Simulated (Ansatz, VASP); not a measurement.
# Pt in VASP and in Ansatz

Contents of INCAR:

```
ALGO = Normal
EDIFF = 1E-6
ENCUT = 570
GGA = CA
GGA_COMPAT = False
ISIF = 2
ISMEAR = 0
LASPH = True
LCHARG = True
LELF = True
LREAL = False
LVHAR = True
LWAVE = False
NBANDS = 15
NELM = 120
PREC = Accurate
SIGMA = 0.15
```

Contents of KPOINTS:

```
k-points
0
Gamma
  20 20 20
```

POSCAR

```
Pt
1.0
    0.0000000000      1.9468328700      2.0490415957
    1.7862191582      0.0000000000      2.0490415957
    1.7862191582      1.9468328700      0.0000000000
Pt
1
Direct
    0.0000000000      0.0000000000      0.0000000000
```

Input for Ansatz:

```yaml
crystal:
  lattice:
    - [0.0, 1.94683287, 2.0490415957]
    - [1.7862191582, 0.0, 2.0490415957]
    - [1.7862191582, 1.94683287, 0.0]
  atoms:
    - { symbol: Pt, position: [0.0, 0.0, 0.0] }
basis:
  ecutwfc: 420
kpoints:
  mp_grid: { grid: [20, 20, 20] }
hamiltonian:
  xc: lda
scf:
  occupations: { method: gaussian, width: 0.15 }
output:
  forces: true
  stress: true
  eigenvalues: true
```

Change from the starting cell: normal strain along x -0.0825, normal strain along z +0.0525.

Alike in both runs: task single point; functional LDA; k mesh 20 × 20 × 20; occupations gaussian, width 0.15 eV; no spin polarisation.

```csv
,VASP,Ansatz
version,VASP 6.6.1,Ansatz 0.2.0
potentials or method,"VASP PAW LDA potentials, release 64 (Pt_sv_GW), cutoff 570 eV","scalar-relativistic, plane waves, PAW"
valence electrons in the cell,18,18
```

Ansatz gave:

```
gap on the k mesh at the Fermi level (eV)                     : none
pressure (GPa)                                                : 13.4
traceless stress, the component that is largest in VASP (GPa) : -8.65
```

**Question.** Estimate VASP's values.

**Answer.** gap on the k mesh at the Fermi level (eV): none; pressure (GPa): 13.1; traceless stress, the component that is largest in VASP (GPa): -8.63.

LDA's correlation is that of Perdew and Zunger in VASP and of Perdew and Wang (1992) in Ansatz. A gap of «none» marks a metal or a gap that the smearing closes.

Spin-orbit coupling is off throughout.
